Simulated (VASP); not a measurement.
Here is a VASP 6.6.1 calculation.

INCAR

```
SYSTEM = SiO2
PREC = Accurate ; ENCUT = 600
EDIFF = 1E-6 ; ISMEAR = 0
SIGMA = 0.1 ; LREAL = .FALSE.
LASPH = .TRUE. ; NELM = 100
ALGO = Normal ; ISIF = 3
LWAVE = .FALSE. ; LCHARG = .FALSE.
GGA = PS ; IBRION = 2
NSW = 100 ; EDIFFG = -0.05
```

Contents of KPOINTS:

```
regular mesh
0
G
  6 6 4
  0 0 0
```

POSCAR

```
SiO2
1.0
    4.9971019290      0.0000000000      0.0000000000
   -2.4985509645      4.3276172158      0.0000000000
    0.0000000000      0.0000000000      5.4574000000
Si O
3 6
Direct
    0.5000000000      0.0000000000      0.0000000000
    0.5000000000      0.5000000000      0.3333333333
    0.0000000000      0.5000000000      0.6666666667
    0.4155000000      0.2077500000      0.1666666667
    0.2077500000      0.4155000000      0.5000000000
    0.7922500000      0.2077500000      0.8333333333
    0.5845000000      0.7922500000      0.1666666667
    0.7922500000      0.5845000000      0.5000000000
    0.2077500000      0.7922500000      0.8333333333
```

Potentials or basis: VASP PAW PBE potentials, release 64 (Si, O).

Run with:

```console
$ cat potpaw_PBE.64/Si/POTCAR potpaw_PBE.64/O/POTCAR > POTCAR
$ mpirun -np 1 vasp_std > vasp.out
```

(1) Estimate the relaxed cell.

(2) Predict the relaxed volume.

## Answers

(1) a = 5.082 Å, b = 5.082 Å, c = 5.568 Å, α = 90.00°, β = 90.00°, γ = 120.00°.

(2) 13.83 Å³/atom.

Caveat: the PAW data sets were made with another functional, which shifts forces and pressure a little.
